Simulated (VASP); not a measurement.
## BiTe: electric field gradients with LDA

The system is BiTe.

```xyz
2
Lattice="0.0323 3.2512 3.2512 3.2512 0.0323 3.2512 3.2512 3.2512 0.0323" Properties=species:S:1:pos:R:3 pbc="T T T"
Bi    0.0000    0.0000    0.0000
Te    3.2673    3.2673    3.2673
```

This cell differs from its parent crystal: equal xy, yz and zx shear strains of +1 %.

```json
{
 "Program": "VASP 6.6.1",
 "Task": "electric field gradients",
 "Functional": "LDA",
 "Potentials or basis": "VASP PAW LDA potentials, release 64 (Bi_d, Te)",
 "Cutoff": "520 eV",
 "k mesh": "10 × 10 × 10",
 "Occupations": "fermi-dirac, width 0.08 eV",
 "Spin": "no spin polarisation",
 "Dipole correction": "no",
 "Further INCAR settings": "ALGO = Normal; EDIFF = 1e-08; NBANDS = 18"
}
```

```
Pressure                                : -2.7 GPa
Band gap on the k mesh                  : zero (an odd number of electrons rules out a gap without spin polarisation)
Largest electric field gradient by atom : Bi +18.6; Te +11.4 V/Å²
```

Levels at points of the mesh, in eV from the Fermi level:
| k point | band 8 | band 9 | band 10 | band 11 | band 12 | band 13 |
| --- | --- | --- | --- | --- | --- | --- |
| (0.00, 0.00, 0.00) | -2.60 | -2.47 | -2.47 | 2.12 | 2.12 | 2.17 |
| (0.50, 0.00, 0.00) | -1.91 | -1.86 | -1.59 | -0.88 | -0.66 | -0.61 |
| (0.50, 0.50, 0.00) | -5.63 | -4.03 | -3.93 | 2.25 | 3.54 | 3.58 |
| (0.50, 0.50, 0.50) | -1.83 | -1.83 | -1.51 | -0.79 | -0.56 | -0.56 |

Electric field gradients, principal values (V/Å²):
```csv
atom,least,middle,greatest (by size)
1 Bi,-9.276,-9.276,18.551
2 Te,-5.723,-5.723,11.445
```

Run time: 3.7 min on 1 thread of Intel Xeon 8259CL, on a shared host, peak memory 0.28 GiB.

Caveat: the cell differs from its parent crystal (equal xy, yz and zx shear strains of +1 %); without QUAD_EFG the Cq values of the log hold for a quadrupole moment of 1 mb, not for the nuclei; spin-orbit coupling is left out, which moves the levels of the heavy elements.
